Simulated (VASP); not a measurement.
Here is a VASP 6.6.1 calculation.

Contents of INCAR:

```
SYSTEM = LiCl
ALGO = Normal
EDIFF = 1E-6
EDIFFG = -0.005
ENCUT = 600
GGA = PS
IBRION = 2
ISIF = 3
ISMEAR = -1
LASPH = .TRUE.
LCHARG = .FALSE.
LREAL = .FALSE.
LWAVE = .FALSE.
NELM = 60
NSW = 80
PREC = Accurate
SIGMA = 0.02
```

KPOINTS

```
k-points
0
G
  8 8 8
  0 0 0
```

POSCAR

```
LiCl
1.0
    0.0000000000      2.5751358487      2.5751358487
    2.5751358487      0.0000000000      2.5751358487
    2.5751358487      2.5751358487      0.0000000000
Li Cl
1 1
Direct
    0.0000000000      0.0000000000      0.0000000000
    0.5000000000      0.5000000000      0.5000000000
```

Potentials or basis: VASP PAW PBE potentials, release 64 (Li_sv, Cl).

The run is started by

```console
$ cat potpaw_PBE.64/Li_sv/POTCAR potpaw_PBE.64/Cl/POTCAR > POTCAR
$ mpirun -np 1 vasp_std > vasp.out
```

What does it give for the relaxed volume?

16.21 Å³/atom.

What does it give for the relaxed cell?

a = 3.579 Å, b = 3.579 Å, c = 3.579 Å, α = 60.00°, β = 60.00°, γ = 60.00°.

Predict the space group after relaxing (to 0.05 Å).

Fm-3m (No. 225).

Final structure:
```yaml
crystal:
  lattice:
    - [0.00000, 2.53062, 2.53062]
    - [2.53062, 0.00000, 2.53062]
    - [2.53062, 2.53062, 0.00000]
  atoms:
    - { symbol: Li, position: [0.00000, 0.00000, 0.00000] }
    - { symbol: Cl, position: [0.50000, 0.50000, 0.50000] }
```

Caveat: the cutoff is under 1.25 times the usual one of these potentials, so pressure, stress and relaxed cells hold a basis-set (Pulay) error; the PAW data sets were made with another functional, which shifts forces and pressure a little.
